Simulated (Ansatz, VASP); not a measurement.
## Two plane-wave programs on TaN

POSCAR

```
TaN
1.0
    0.0000000000      2.1544346900      2.1544346900
    2.1544346900      0.0000000000      2.1544346900
    2.1544346900      2.1544346900      0.0000000000
Ta N
1 1
Direct
    0.0000000000      0.0000000000      0.0000000000
    0.5000000000      0.5000000000      0.5000000000
```

File INCAR.step1:

```
SYSTEM = TaN
  ALGO = Normal
  EDIFF = 1E-4
  ENCUT = 600
  GGA = PE
  ISMEAR = -1
  LASPH = .True.
  LCHARG = .False.
  LREAL = .False.
  LWAVE = .True.
  NELM = 80
  PREC = Accurate
  SIGMA = 0.05
```

INCAR.step2

```
SYSTEM = TaN
  ALGO = Normal
  EDIFF = 1E-6
  EDIFFG = -0.005
  ENCUT = 600
  IBRION = 2
  ISIF = 3
  ISMEAR = -1
  ISTART = 1
  LASPH = .True.
  LCHARG = .False.
  LMIXTAU = .True.
  LREAL = .False.
  LWAVE = .False.
  METAGGA = R2SCAN
  NELM = 80
  NSW = 60
  PREC = Accurate
  SIGMA = 0.05
```

KPOINTS

```
k-points
0
Gamma
  15 15 15
  0 0 0
```

Input for Ansatz:

```yaml
crystal:
  lattice:
    - [0.0, 2.15443469, 2.15443469]
    - [2.15443469, 0.0, 2.15443469]
    - [2.15443469, 2.15443469, 0.0]
  atoms:
    - { symbol: Ta, position: [0.0, 0.0, 0.0] }
    - { symbol: "N", position: [0.5, 0.5, 0.5] }
kpoints:
  mp_grid: { grid: [15, 15, 15] }
scf:
  occupations: { method: fermi_dirac, width: 0.05 }
hamiltonian:
  xc: r2scan
  pseudopotentials: { kind: paw }
output:
  forces: true
  stress: true
  write_density: true
  write_potential: true
  elf: true
  volumetric_format: npy
relax:
  f_tol: 0.005
  max_steps: 40
  cell: {}
```

Alike in both runs: task relaxation of cell and atoms; functional r2SCAN; k mesh 15 × 15 × 15; occupations fermi-dirac, width 0.05 eV; no spin polarisation.

|  | VASP | Ansatz |
| --- | --- | --- |
| version | VASP 6.6.1 | Ansatz 0.2.0 |
| potentials or method | VASP PAW PBE potentials, release 64 (Ta_pv, N) | PAW with Ansatz's default frozen-core files, scalar-relativistic |
| plane-wave cutoff (eV) | 600 | 500 |
| valence electrons in the cell | 16 | 18 |

Ansatz gave:

| Item | Value |
| --- | --- |
| relaxed volume (Å³/atom) | 10.62 |
| relaxed cell length with the largest relative difference (Å) | 3.108 |

Question: What did VASP give for the same quantities?

Answer: Relaxed volume (Å³/atom): 10.68; relaxed cell length with the largest relative difference (Å): 3.115.

VASP's potentials were made for PBE, not for r2SCAN. VASP's potentials hold 16 valence electrons a cell and Ansatz's 18, so a difference there can come from the potentials and not from the codes.

Neither program's run includes spin-orbit coupling.
